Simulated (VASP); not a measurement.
# Zr4B (P-3m1) in VASP: further runs

The runs below take Zr4B through single point, relaxation of cell and atoms, with PBE.

Everything below comes from runs of VASP 6.6.1. Logs are shortened: lines on timing, memory, paths and dates and some standing lists are left out, and cuts for length are marked.

## Step 1: The cell of the first run

The structure is trigonal, space group P-3m1 (No. 164). The conventional cell has a = 2.894 Å, b = 2.894 Å, c = 9.305 Å, α = 90.00°, β = 90.00°, γ = 120.00°. Zr (site symmetry 3m) has 3 B at 2.09 Å within 2.8 Å. Zr (site symmetry 3m) has 12 Zr at 2.81 to 2.89 Å within 3.7 Å. Within 2.8 Å of B (site symmetry -3m) lie 6 Zr at 2.09 Å.

## Step 2: Single point, PBE

Input file INCAR:

```
SYSTEM = Zr4B
PREC = Accurate
ENCUT = 520
EDIFF = 1E-6
ISMEAR = 0
SIGMA = 0.1
LREAL = .False.
LASPH = .True.
NELM = 100
ALGO = Fast
ISIF = 2
LWAVE = .False.
LCHARG = .True.
GGA = PE
LELF = .True.
LVHAR = .True.
NBANDS = 34
```

Input file KPOINTS:

```
regular mesh
0
Gamma
  6 6 2
  0 0 0
```

Input file POSCAR:

```
Zr4B
1.0
    2.8939425100      0.0000000000      0.0000000000
   -1.4469712600      2.5062277300      0.0000000000
    0.0000000000      0.0000000000      9.3054182700
Zr B
4 1
Direct
    0.3333333300      0.6666666700      0.8658552800
    0.3333333300      0.6666666700      0.3767953500
    0.6666666700      0.3333333300      0.1341447200
    0.6666666700      0.3333333300      0.6232046500
    0.0000000000      0.0000000000      0.0000000000
```

Potentials or basis: VASP PAW PBE potentials, release 64 (Zr_sv, B).

Launch:

```bash
$ cat potpaw_PBE.64/Zr_sv/POTCAR potpaw_PBE.64/B/POTCAR > POTCAR
$ mpirun -np 1 vasp_std > vasp.out
```

OUTCAR:

```text
SYSTEM = Zr4B
   PREC = Accurate
   ENCUT = 520
   EDIFF = 1E-6
   ISMEAR = 0
   LREAL = .False.
   LASPH = .True.
   NELM = 100
   ISIF = 2
   GGA = PE

 ion  position               nearest neighbor table
   1  0.333  0.667  0.866-   5 2.09   5 2.09   5 2.09   4 2.81   4 2.81   4 2.81   3 3.00   3 3.00
                             3 3.00
   2  0.333  0.667  0.377-   3 2.81   3 2.81   3 2.81   4 2.84   4 2.84   4 2.84
   3  0.667  0.333  0.134-   5 2.09   5 2.09   5 2.09   2 2.81   2 2.81   2 2.81   1 3.00   1 3.00
                             1 3.00
   4  0.667  0.333  0.623-   1 2.81   1 2.81   1 2.81   2 2.84   2 2.84   2 2.84
   5  0.000  0.000  0.000-   1 2.09   3 2.09   3 2.09   1 2.09   3 2.09   1 2.09

  LATTYP: Found a hexagonal cell.
 ALAT       =     2.8939425100
 C/A-ratio  =     3.2154813849

  Lattice vectors:

 A1 = (   2.8939425100,   0.0000000000,   0.0000000000)
 A2 = (  -1.4469712600,   2.5062277300,   0.0000000000)
 A3 = (   0.0000000000,   0.0000000000,   9.3054182700)

Analysis of symmetry for initial positions (statically):
=====================================================================
 Subroutine PRICEL returns:
 Original cell was already a primitive cell.

 Routine SETGRP: Setting up the symmetry group for a
 hexagonal supercell.

 Subroutine GETGRP returns: Found 12 space group operations
 (whereof 12 operations were pure point group operations)
 out of a pool of 24 trial point group operations.

The static configuration has the point symmetry D_3d.

Analysis of symmetry for dynamics (positions and initial velocities):
=====================================================================
 Subroutine PRICEL returns:
 Original cell was already a primitive cell.

 Routine SETGRP: Setting up the symmetry group for a
 hexagonal supercell.

 Subroutine GETGRP returns: Found 12 space group operations
 (whereof 12 operations were pure point group operations)
 out of a pool of 24 trial point group operations.

The dynamic configuration has the point symmetry D_3d.

 Subroutine INISYM returns: Found 12 space group operations
 (whereof 12 operations are pure point group operations),
 and found     1 'primitive' translations

----------------------------------------------------------------------------------------

                                     Primitive cell

  volume of cell :      67.4911
[... 84 lines left out ...]
   EDIFF  = 0.1E-05   stopping-criterion for ELM
   LREAL  =      F    real-space projection
   EDIFFG = 0.1E-04   stopping-criterion for IOM
   NSW    =      0    number of steps for IOM
   IBRION =     -1    ionic relax: 0-MD 1-quasi-New 2-CG
   NFREE  =      0    steps in history (QN), initial steepest desc. (CG)
   ISIF   =      2    stress and relaxation
   ISYM   =      2    0-nonsym 1-usesym 2-fastsym
   POTIM  = 0.5000    time-step for ionic-motion
   TEBEG  =    0.0;   TEEND  =   0.0 temperature during run
   PSTRESS=    0.0 pullay stress
   NELECT =      51.0000    total number of electrons
   NUPDOWN=      -1.0000    fix difference up-down
   EMIN   =  10.00;   EMAX   =-10.00  energy-range for DOS
   EFERMI =   0.00;   METHOD = LEGACY
   ISMEAR =     0;   SIGMA  =   0.10  broadening in eV -4-tet -1-fermi 0-gaus
   EFERMI_NEDOS =   21; number of points for ismear=-14 and -15
   IALGO  =     68    algorithm
   IMIX   =      4    mixing-type and parameters
     AMIX     =   0.40;   BMIX     =  1.00
     AMIX_MAG =   1.60;   BMIX_MAG =  1.00
  volume/ion in A,a.u.               =      13.50        91.09
  Fermi-wavevector in a.u.,A,eV,Ry     =   1.491132  2.817831 30.252212  2.223475
  Thomas-Fermi vector in A             =   2.603826
   LORBIT       =      0    0 simple, 1 ext, 2 COOP (PROOUT), +10 PAW based schemes
   GGA     = PE    functional components
   LHFCALC =     F    Hartree Fock is set to
   AEXX    =    0.0000 exact exchange contribution
   IVDW    =     0    specifies the selected vdW correction
   LEPSILON=     F    determine dielectric tensor
   LRPA    =     F    only Hartree local field effects (RPA)
 non-spin polarized calculation
 RMM-DIIS sequential band-by-band and
 Gauss-broadening in eV      SIGMA  =   0.10
  energy-cutoff  :      520.00
  volume of cell :       67.49
 maximum number of plane-waves:      1859
 NGX is ok and might be reduce to    24
   NGX = 11   NGY = 11   NGZ = 35

 number of electron      51.0000000 magnetization

 Free energy of the ion-electron system (eV)
  ---------------------------------------------------
  ext. energy  EPLUGINS =         0.00000000
  ---------------------------------------------------
  free energy    TOTEN  =       -34.60855527 eV

  energy without entropy =      -34.58096706  energy(sigma->0) =      -34.59476117

 E-fermi :  13.3213     XC(G=0): -13.0470

 val. band max:       13.3206989769   @ k =   0.3333   0.0000   0.5000
 cond. band min:      13.3389934026   @ k =   0.5000   0.0000   0.0000
 fundamental gap:      0.0182944258
 Fermi energy:        13.3213221930

 k-point     1 :       0.0000    0.0000    0.0000
  band No.  band energies     occupation
      1     -34.8812      2.00000
      2     -34.5990      2.00000
      3     -33.8952      2.00000
      4     -33.7059      2.00000
      5     -14.1122      2.00000
      6     -12.8866      2.00000
[... 507 lines left out ...]
     33      19.1564      0.00000
     34      19.1575      0.00000

------------------------ aborting loop because EDIFF is reached ----------------------------------------

  FORCE on cell =-STRESS in cart. coord.  units (eV):
  Direction    XX          YY          ZZ          XY          YZ          ZX
  --------------------------------------------------------------------------------------
  -------------------------------------------------------------------------------------
  Total       36.4147870     36.4147870     34.6234619     -0.0000001     -0.0000000      0.0000000
  in kB      864.4542759    864.4542754    821.9298313     -0.0000017     -0.0000000      0.0000000
  external PRESSURE =     850.2794609 kB  Pullay stress =       0.0000000 kB

 VOLUME and BASIS-vectors are now :
 -----------------------------------------------------------------------------
  energy-cutoff  :      520.00
  volume of cell :       67.49
      direct lattice vectors                 reciprocal lattice vectors
     2.893942510  0.000000000  0.000000000     0.345549366  0.199503020  0.000000000
    -1.446971260  2.506227730  0.000000000     0.000000000  0.399006039  0.000000000
     0.000000000  0.000000000  9.305418270     0.000000000  0.000000000  0.107464272

 POSITION                                       TOTAL-FORCE (eV/Angst)
 -----------------------------------------------------------------------------------
     -0.00000      1.67082      8.05715         0.000000      0.000000     -3.138422
     -0.00000      1.67082      3.50624        -0.000000      0.000000      0.411328
      1.44697      0.83541      1.24827        -0.000000      0.000000      3.138422
      1.44697      0.83541      5.79918         0.000000     -0.000000     -0.411328
      0.00000      0.00000      0.00000         0.000000      0.000000     -0.000000
 -----------------------------------------------------------------------------------
    total drift:                               -0.000000     -0.000000     -0.000000

  FREE ENERGIE OF THE ION-ELECTRON SYSTEM (eV)
  ---------------------------------------------------
  free  energy   TOTEN  =       -34.6085552731 eV

  energy  without entropy=      -34.5809670588  energy(sigma->0) =      -34.59476117
```

stdout:

```text
POSCAR found type information on POSCAR ZrB
 POSCAR found :  2 types and       5 ions
 scaLAPACK will be used
 LDA part: xc-table for (Slater+PW92), standard interpolation
 POSCAR, INCAR and KPOINTS ok, starting setup
 FFT: planning ... GRIDC
 FFT: planning ... GRID_SOFT
 FFT: planning ... GRID
 WAVECAR not read
 entering main loop
WARNING in EDDRMM: call to ZHEGV failed, returncode =   8  4     21
WARNING in EDDRMM: call to ZHEGV failed, returncode =   6  3     20
WARNING in EDDRMM: call to ZHEGV failed, returncode =   6  3     20
```

It took 31 s on 1 thread of Intel Xeon 6975P-C (Granite Rapids), shared host; peak memory 0.19 GiB.

What came out:

| Property | Result |
| --- | --- |
| Free energy | -34.6086 eV |
| Pressure | 85.0 GPa |
| Largest force | 3.138 eV/Å |

Forces on the atoms (eV/Å):
```
Zr   0.000  0.000 -3.138
Zr   0.000  0.000  0.411
Zr   0.000  0.000  3.138
Zr   0.000  0.000 -0.411
B    0.000  0.000  0.000
```

Levels at points of the mesh, in eV from the Fermi level:
```
           k point  band 22  band 23  band 24  band 25  band 26  band 27  band 28  band 29
(0.00, 0.00, 0.00)    -1.15    -0.80     0.71     0.88     0.88     0.92     0.92     1.21
(0.50, 0.00, 0.00)    -2.74    -1.53    -1.20     0.02     0.69     1.87     2.17     2.94
(0.00, 0.00, 0.50)    -1.16    -0.26     0.64     0.76     0.76     1.17     1.29     1.29
(0.50, 0.00, 0.50)    -1.95    -1.66    -1.23    -1.09     0.92     1.09     1.80     3.30
```

Caveat: the k points lie up to 0.42 Å⁻¹ apart; forces of over 1 eV/Å act on the atoms, so gaps and moduli don't describe the material at rest.

(Continued in part 2 of 3.)
